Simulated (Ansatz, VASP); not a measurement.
## SiB2 in VASP and in Ansatz

```xyz
6
Lattice="4.8008 0.0000 0.0000 -2.4004 4.1576 0.0000 0.0000 0.0000 2.7926" Properties=species:S:1:pos:R:3 pbc="T T T"
Si    2.4004    1.3859    1.3963
Si    0.0000    2.7717    1.3963
B     0.5522    0.9564    0.0000
B    -1.8482    3.2012    0.0000
B     3.6964    0.0000    0.0000
B     0.0000    0.0000    1.3963
```

Change from the starting cell: species swapped into the Mg2Cd type (P-62m, No. 189).

Alike in both runs: functional PBE; k mesh 6 × 6 × 4; occupations gaussian, width 0.1 eV; no spin polarisation.

Ansatz relaxed the structure, and its values are those at the end. VASP's run is a single point on that final structure, the one shown.

|  | VASP | Ansatz |
| --- | --- | --- |
| version | VASP 6.6.1 | Ansatz 0.2.0 |
| potentials or method | VASP PAW PBE potentials, release 64 (Si, B), cutoff 520 eV | scalar-relativistic, plane waves, PAW |
| valence electrons in the cell | 20 | 20 |

```csv
,VASP,Ansatz,Ansatz less VASP
gap on the k mesh at the Fermi level (eV),none,none,-
pressure (GPa),0.0,0.0,0.00
```

A gap of «none» marks a metal or a gap that the smearing closes.

The k mesh is coarse, so the values compare programs but aren't converged.
